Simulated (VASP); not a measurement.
Here is a VASP 6.6.1 calculation.

The input INCAR:

```
SYSTEM = Se
ALGO = Normal
EDIFF = 1E-8
ENCUT = 520
GGA = PS
ISIF = 2
ISMEAR = -1
LASPH = .True.
LCHARG = .False.
LEFG = .True.
LREAL = .False.
LWAVE = .False.
NBANDS = 16
NELM = 80
PREC = Accurate
SIGMA = 0.03
```

File KPOINTS:

```
k-points
0
Gamma
  6 6 5
  0 0 0
```

File POSCAR:

```
Se
1.0
    4.3071900132      0.0000000000      0.0000000000
   -2.1535950066      3.7301359704      0.0000000000
    0.0000000000      0.0000000000      4.8866512526
Se
3
Direct
    0.2254000000      0.0000000000      0.3333333333
    0.0000000000      0.2254000000      0.6666666667
    0.7746000000      0.7746000000      0.0000000000
```

Potentials or basis: VASP PAW PBE potentials, release 64 (Se).

Command:

```console
$ cat potpaw_PBE.64/Se/POTCAR > POTCAR
$ mpirun -np 1 vasp_std > vasp.out
```

(1) Estimate the pressure.

(2) Predict the largest force.

(3) Predict the band gap on the k mesh.

Results:

(1) 3.0 GPa.

(2) 0.787 eV/Å.

(3) 1.20 eV (least direct gap 1.53 eV).

Caveat: without QUAD_EFG the Cq values of the log hold for a quadrupole moment of 1 mb, not for the nuclei; the PAW data sets were made with another functional, which shifts forces and pressure a little; an odd mesh through Γ misses points on the zone boundary, where band edges can lie.
